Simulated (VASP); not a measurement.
# SnTe (Pm-3m) in VASP: a series of runs

Runs on SnTe. Level: PBE. Tasks: single point.

Program: VASP 6.6.1. These are calculated values, not measurements. Logs are shortened: lines on timing, memory, paths and dates and some standing lists are left out, and cuts for length are marked.

**1. The cell of the first run**

The structure is cubic, space group Pm-3m (No. 221). The conventional cell has a = 3.892 Å, b = 3.892 Å, c = 3.892 Å, α = 90.00°, β = 90.00°, γ = 90.00°. Sn (site symmetry m-3m) has 8 Te at 3.37 Å and 6 Sn at 3.89 Å within 4.4 Å. Te (site symmetry m-3m) has 8 Sn at 3.37 Å and 6 Te at 3.89 Å within 4.4 Å.

**2. Single point, PBE**

The input, INCAR:

```
ALGO = Normal
EDIFF = 1E-6
ENCUT = 520
GGA = PE
ISIF = 2
ISMEAR = -1
LASPH = T
LCHARG = F
LREAL = F
LWAVE = F
NBANDS = 17
NELM = 80
PREC = Accurate
SIGMA = 0.02
```

The input, KPOINTS:

```
k-points
0
Gamma
  4 4 4
```

The input, POSCAR:

```
SnTe
1.0
    3.8918236295      0.0000000000      0.0000000000
    0.0000000000      3.8918236295      0.0000000000
    0.0000000000      0.0000000000      3.8918236295
Sn Te
1 1
Direct
    0.0000000000      0.0000000000      0.0000000000
    0.5000000000      0.5000000000      0.5000000000
```

Potentials or basis: VASP PAW PBE potentials, release 64 (Sn_d, Te).

Started as:

```console
> cat potpaw_PBE.64/Sn_d/POTCAR potpaw_PBE.64/Te/POTCAR > POTCAR
> mpirun -np 1 vasp_std > vasp.out
```

OUTCAR:

```text
EDIFF = 1E-6
   ENCUT = 520
   GGA = PE
   ISIF = 2
   ISMEAR = -1
   LASPH = T
   LREAL = F
   NELM = 80
   PREC = Accurate

 ion  position               nearest neighbor table
   1  0.000  0.000  0.000-   2 3.37   2 3.37   2 3.37   2 3.37   2 3.37   2 3.37   2 3.37   2 3.37

   2  0.500  0.500  0.500-   1 3.37   1 3.37   1 3.37   1 3.37   1 3.37   1 3.37   1 3.37   1 3.37

  LATTYP: Found a simple cubic cell.
 ALAT       =     3.8918236295

  Lattice vectors:

 A1 = (   3.8918236295,   0.0000000000,   0.0000000000)
 A2 = (   0.0000000000,   3.8918236295,   0.0000000000)
 A3 = (   0.0000000000,   0.0000000000,   3.8918236295)

Analysis of symmetry for initial positions (statically):
=====================================================================
 Subroutine PRICEL returns:
 Original cell was already a primitive cell.

 Routine SETGRP: Setting up the symmetry group for a
 simple cubic supercell.

 Subroutine GETGRP returns: Found 48 space group operations
 (whereof 48 operations were pure point group operations)
 out of a pool of 48 trial point group operations.

The static configuration has the point symmetry O_h .

Analysis of symmetry for dynamics (positions and initial velocities):
=====================================================================
 Subroutine PRICEL returns:
 Original cell was already a primitive cell.

 Routine SETGRP: Setting up the symmetry group for a
 simple cubic supercell.

 Subroutine GETGRP returns: Found 48 space group operations
 (whereof 48 operations were pure point group operations)
 out of a pool of 48 trial point group operations.

The dynamic configuration has the point symmetry O_h .

 Subroutine INISYM returns: Found 48 space group operations
 (whereof 48 operations are pure point group operations),
 and found     1 'primitive' translations

----------------------------------------------------------------------------------------

                                     Primitive cell

  volume of cell :      58.9467

  direct lattice vectors                    reciprocal lattice vectors
     3.891823630  0.000000000  0.000000000     0.256948951  0.000000000  0.000000000
     0.000000000  3.891823630  0.000000000     0.000000000  0.256948951  0.000000000
     0.000000000  0.000000000  3.891823630     0.000000000  0.000000000  0.256948951

  length of vectors
     3.891823630  3.891823630  3.891823630     0.256948951  0.256948951  0.256948951

  position of ions in fractional coordinates (direct lattice)
     0.000000000  0.000000000  0.000000000
     0.500000000  0.500000000  0.500000000

  ion indices of the primitive-cell ions
   primitive index   ion index
                 1           1
                 2           2

----------------------------------------------------------------------------------------

 KPOINTS: k-points

Automatic generation of k-mesh.
 Grid dimensions read from file:
 generate k-points for:    4    4    4

 Generating k-lattice:

  Cartesian coordinates                     Fractional coordinates (reciprocal lattice)
     0.064237238  0.000000000  0.000000000     0.250000000  0.000000000  0.000000000
     0.000000000  0.064237238  0.000000000     0.000000000  0.250000000  0.000000000
     0.000000000  0.000000000  0.064237238     0.000000000  0.000000000  0.250000000

  Length of vectors
     0.064237238  0.064237238  0.064237238

  Shift w.r.t. Gamma in fractional coordinates (k-lattice)
     0.000000000  0.000000000  0.000000000

 Subroutine IBZKPT returns following result:
 ===========================================

 Found     10 irreducible k-points:

 Following reciprocal coordinates:
            Coordinates               Weight
  0.000000  0.000000  0.000000      1.000000
  0.250000  0.000000  0.000000      6.000000
  0.500000  0.000000  0.000000      3.000000
  0.250000  0.250000  0.000000     12.000000
  0.500000  0.250000  0.000000     12.000000
  0.500000  0.500000  0.000000      3.000000
  0.250000  0.250000  0.250000      8.000000
  0.500000  0.250000  0.250000     12.000000
  0.500000  0.500000  0.250000      6.000000
  0.500000  0.500000  0.500000      1.000000
   k-points           NKPTS =     10   k-points in BZ     NKDIM =     10   number of bands    NBANDS=     17
   number of dos      NEDOS =    301   number of ions     NIONS =      2
   total plane-waves  NPLWV =  27000
   dimension x,y,z NGX =    30 NGY =   30 NGZ =   30
   dimension x,y,z NGXF=    60 NGYF=   60 NGZF=   60
   ions per type =               1   1
   NGX,Y,Z   is equivalent  to a cutoff of  12.82, 12.82, 12.82 a.u.
   NGXF,Y,Z  is equivalent  to a cutoff of  25.63, 25.63, 25.63 a.u.
 SYSTEM =  unknown system
   PREC   = accura    normal or accurate (medium, high low for compatibility)
   ISTART =      0    job   : 0-new  1-cont  2-samecut
   ICHARG =      2    charge: 1-file 2-atom 10-const
   ISPIN  =      1    spin polarized calculation?
   LNONCOLLINEAR =      F non collinear calculations
   LSORBIT =      F    spin-orbit coupling
   LASPH  =      T    aspherical Exc in radial PAW
   ENCUT  =  520.0 eV  38.22 Ry    6.18 a.u.   7.24  7.24  7.24*2*pi/ulx,y,z
   NELM   =     80;   NELMIN=  2; NELMDL= -5     # of ELM steps
   EDIFF  = 0.1E-05   stopping-criterion for ELM
   LREAL  =      F    real-space projection
   EDIFFG = 0.1E-04   stopping-criterion for IOM
   NSW    =      0    number of steps for IOM
   IBRION =     -1    ionic relax: 0-MD 1-quasi-New 2-CG
   NFREE  =      0    steps in history (QN), initial steepest desc. (CG)
   ISIF   =      2    stress and relaxation
   ISYM   =      2    0-nonsym 1-usesym 2-fastsym
   POTIM  = 0.5000    time-step for ionic-motion
   TEBEG  =    0.0;   TEEND  =   0.0 temperature during run
   PSTRESS=    0.0 pullay stress
   NELECT =      20.0000    total number of electrons
   NUPDOWN=      -1.0000    fix difference up-down
   EMIN   =  10.00;   EMAX   =-10.00  energy-range for DOS
   EFERMI =   0.00;   METHOD = LEGACY
   ISMEAR =    -1;   SIGMA  =   0.02  broadening in eV -4-tet -1-fermi 0-gaus
   EFERMI_NEDOS =   21; number of points for ismear=-14 and -15
   IALGO  =     38    algorithm
   IMIX   =      4    mixing-type and parameters
     AMIX     =   0.40;   BMIX     =  1.00
     AMIX_MAG =   1.60;   BMIX_MAG =  1.00
  volume/ion in A,a.u.               =      29.47       198.90
  Fermi-wavevector in a.u.,A,eV,Ry     =   1.141822  2.157730 17.738692  1.303757
  Thomas-Fermi vector in A             =   2.278521
   LORBIT       =      0    0 simple, 1 ext, 2 COOP (PROOUT), +10 PAW based schemes
   GGA     = PE    functional components
[... 5 lines left out ...]
 non-spin polarized calculation
  energy-cutoff  :      520.00
  volume of cell :       58.95
 maximum number of plane-waves:      1622
 NGX is ok and might be reduce to    30
   NGX = 15   NGY = 15   NGZ = 15

 number of electron      19.9999983 magnetization

 Free energy of the ion-electron system (eV)
  ---------------------------------------------------
  ext. energy  EPLUGINS =         0.00000000
  ---------------------------------------------------
  free energy    TOTEN  =        -6.90656146 eV

  energy without entropy =       -6.89779066  energy(sigma->0) =       -6.90217606

 E-fermi :   7.1126     XC(G=0):  -9.9209

 val. band max:        7.0807993158   @ k =   0.5000   0.2500   0.2500
 cond. band min:       7.1197151412   @ k =   0.5000   0.2500   0.0000
 fundamental gap:      0.0389158254
 Fermi energy:         7.1125503793

 k-point     1 :       0.0000    0.0000    0.0000
  band No.  band energies     occupation
      1     -14.3844      2.00000
      2     -14.3844      2.00000
      3     -14.3456      2.00000
      4     -14.3456      2.00000
      5     -14.3456      2.00000
      6      -5.2428      2.00000
[... 9 lines left out ...]
     16      18.0592      0.00000
     17      18.0592      0.00000

 k-point     2 :       0.2500    0.0000    0.0000
  band No.  band energies     occupation
      1     -14.3837      2.00000
      2     -14.3675      2.00000
      3     -14.3512      2.00000
      4     -14.3512      2.00000
      5     -14.3452      2.00000
      6      -4.7770      2.00000
[... 9 lines left out ...]
     16      15.7650      0.00000
     17      17.7136      0.00000

 k-point     3 :       0.5000    0.0000    0.0000
  band No.  band energies     occupation
      1     -14.3830      2.00000
      2     -14.3568      2.00000
      3     -14.3568      2.00000
      4     -14.3507      2.00000
      5     -14.3448      2.00000
      6      -4.0547      2.00000
[... 9 lines left out ...]
     16      19.0778      0.00000
     17      19.4349      0.00000

 k-point     4 :       0.2500    0.2500    0.0000
  band No.  band energies     occupation
      1     -14.3751      2.00000
      2     -14.3584      2.00000
      3     -14.3581      2.00000
      4     -14.3508      2.00000
      5     -14.3501      2.00000
      6      -4.3405      2.00000
[... 9 lines left out ...]
     16      15.0682      0.00000
     17      15.4826      0.00000

 k-point     5 :       0.5000    0.2500    0.0000
  band No.  band energies     occupation
      1     -14.3723      2.00000
      2     -14.3650      2.00000
      3     -14.3557      2.00000
      4     -14.3497      2.00000
      5     -14.3434      2.00000
      6      -3.7036      2.00000
[... 9 lines left out ...]
     16      15.8467      0.00000
     17      16.3199      0.00000

 k-point     6 :       0.5000    0.5000    0.0000
  band No.  band energies     occupation
      1     -14.3732      2.00000
      2     -14.3661      2.00000
      3     -14.3547      2.00000
      4     -14.3547      2.00000
      5     -14.3317      2.00000
      6      -3.2572      2.00000
[... 9 lines left out ...]
     16      14.4723      0.00000
     17      14.4723      0.00000

 k-point     7 :       0.2500    0.2500    0.2500
  band No.  band energies     occupation
      1     -14.3580      2.00000
      2     -14.3580      2.00000
      3     -14.3579      2.00000
      4     -14.3562      2.00000
      5     -14.3562      2.00000
      6      -3.9422      2.00000
[... 9 lines left out ...]
     16      15.6735      0.00000
     17      17.6204      0.00000

 k-point     8 :       0.5000    0.2500    0.2500
  band No.  band energies     occupation
      1     -14.3640      2.00000
      2     -14.3626      2.00000
      3     -14.3572      2.00000
      4     -14.3557      2.00000
      5     -14.3405      2.00000
      6      -3.3945      2.00000
[... 9 lines left out ...]
     16      16.1489      0.00000
     17      17.9098      0.00000

 k-point     9 :       0.5000    0.5000    0.2500
  band No.  band energies     occupation
      1     -14.3709      2.00000
      2     -14.3616      2.00000
      3     -14.3616      2.00000
      4     -14.3486      2.00000
      5     -14.3313      2.00000
      6      -3.0144      2.00000
[... 9 lines left out ...]
     16      17.8949      0.00000
     17      18.5064      0.00000

 k-point    10 :       0.5000    0.5000    0.5000
  band No.  band energies     occupation
      1     -14.3685      2.00000
      2     -14.3685      2.00000
      3     -14.3685      2.00000
      4     -14.3310      2.00000
      5     -14.3310      2.00000
      6      -2.7289      2.00000
[... 9 lines left out ...]
     16      21.1792      0.00000
     17      22.3748      0.00000

------------------------ aborting loop because EDIFF is reached ----------------------------------------

  FORCE on cell =-STRESS in cart. coord.  units (eV):
  Direction    XX          YY          ZZ          XY          YZ          ZX
  --------------------------------------------------------------------------------------
  -------------------------------------------------------------------------------------
  Total       -0.0579726     -0.0579726     -0.0579726     -0.0000000     -0.0000000      0.0000000
  in kB       -1.5757025     -1.5757025     -1.5757025     -0.0000000     -0.0000000      0.0000000
  external PRESSURE =      -1.5757025 kB  Pullay stress =       0.0000000 kB

 VOLUME and BASIS-vectors are now :
 -----------------------------------------------------------------------------
  energy-cutoff  :      520.00
  volume of cell :       58.95
      direct lattice vectors                 reciprocal lattice vectors
     3.891823630  0.000000000  0.000000000     0.256948951  0.000000000  0.000000000
     0.000000000  3.891823630  0.000000000     0.000000000  0.256948951  0.000000000
     0.000000000  0.000000000  3.891823630     0.000000000  0.000000000  0.256948951

 POSITION                                       TOTAL-FORCE (eV/Angst)
 -----------------------------------------------------------------------------------
      0.00000      0.00000      0.00000         0.000000      0.000000      0.000000
      1.94591      1.94591      1.94591         0.000000      0.000000      0.000000
 -----------------------------------------------------------------------------------
    total drift:                                0.000000     -0.000000     -0.000000

  FREE ENERGIE OF THE ION-ELECTRON SYSTEM (eV)
  ---------------------------------------------------
  free  energy   TOTEN  =        -6.9065614608 eV

  energy  without entropy=       -6.8977906639  energy(sigma->0) =       -6.90217606
```

Wall time 8.4 s (1 thread of Intel Xeon Platinum 8488C (Sapphire Rapids), shared host); peak memory 0.16 GiB.

Results:

```yaml
Free_energy: -6.9066 eV
Pressure: -0.2 GPa
Band_gap_on_the_k_mesh: zero (band 10 reaches 7.41 eV, above the bottom of band 11 at 5.86 eV)
```

Caveat: the k points lie up to 0.40 Å⁻¹ apart; spin-orbit coupling is left out, which moves the levels of the heavy elements.

**3. Single point, PBE**

The input, INCAR:

```
ALGO     = Normal         # electronic algorithm
EDIFF    = 1E-6           # SCF threshold, eV
ENCUT    = 520            # plane-wave cutoff, eV
GGA      = PE             # functional
ISIF     = 2              # what is computed and relaxed
ISMEAR   = 1              # smearing method
LASPH    = T              # aspherical terms in the spheres
LCHARG   = T              # write CHGCAR
LELF     = T              # ELF
LREAL    = F              # projectors in reciprocal space
LVHAR    = T            
LWAVE    = F              # write WAVECAR
NBANDS   = 17             # bands
NELM     = 100            # most SCF steps
PREC     = Accurate       # precision mode
SIGMA    = 0.5            # smearing width, eV
```

KPOINTS is that of step 2.

POSCAR is that of step 2.

Potentials or basis: VASP PAW PBE potentials, release 64 (Sn_d, Te).

Started as:

```console
> cat potpaw_PBE.64/Sn_d/POTCAR potpaw_PBE.64/Te/POTCAR > POTCAR
> mpirun -np 1 vasp_std > vasp.out
```

It took 6.5 s on 1 thread of Intel Xeon Platinum 8488C (Sapphire Rapids), shared host; peak memory 0.16 GiB.

The run converged. Its results:

```
Free energy            : -6.9370 eV
Pressure               : 0.6 GPa
Band gap on the k mesh : zero (band 10 reaches 7.46 eV, above the bottom of band 11 at 5.85 eV)
```

Levels at points of the mesh, in eV from the Fermi level:
```csv
k point,band 6,band 7,band 8,band 9,band 10,band 11,band 12,band 13,band 14,band 15
"(0.00, 0.00, 0.00)",-12.38,-5.28,-1.75,-1.75,-1.75,3.57,3.57,5.42,5.42,5.42
"(0.50, 0.00, 0.00)",-11.18,-8.19,-0.26,-0.26,0.03,0.21,2.19,2.19,5.37,6.22
"(0.50, 0.50, 0.00)",-10.37,-6.36,-4.82,-4.82,0.29,3.41,3.82,3.82,5.97,7.29
"(0.50, 0.50, 0.50)",-9.84,-5.22,-2.90,-2.90,-2.90,-1.32,-1.32,-1.32,14.03,14.03
```

Caveat: the k points lie up to 0.40 Å⁻¹ apart; spin-orbit coupling is left out, which moves the levels of the heavy elements.
